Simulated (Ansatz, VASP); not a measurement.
**InSb: VASP beside Ansatz**

```
CELL_PARAMETERS angstrom
0.00000 3.31231 3.31231
3.31231 0.00000 3.31231
3.31231 3.31231 0.00000
ATOMIC_POSITIONS crystal
In 0.00000 0.00000 0.00000
Sb 0.25000 0.25000 0.25000
```

Change from the starting cell: hydrostatic strain +1.0%.

Alike in both runs: task single point; functional r2SCAN; k mesh 6 × 6 × 6; occupations fermi-dirac, width 0.02 eV; non-collinear spin, spin-orbit coupling.

```csv
,VASP,Ansatz
version,VASP 6.6.1,Ansatz 0.2.0
potentials or method,"VASP PAW PBE potentials, release 64 (In_d, Sb)","plane waves, PAW"
plane-wave cutoff (eV),520,500
valence electrons in the cell,18,28
```

```tsv
	VASP	Ansatz	Ansatz less VASP
pressure (GPa)	-1.2	-1.2	-0.02
```

VASP's potentials were made for PBE, not for r2SCAN. With one functional, cell and mesh, what is left measures potentials, basis and numerics. VASP's potentials hold 18 valence electrons a cell and Ansatz's 28, so a difference there can come from the potentials and not from the codes.
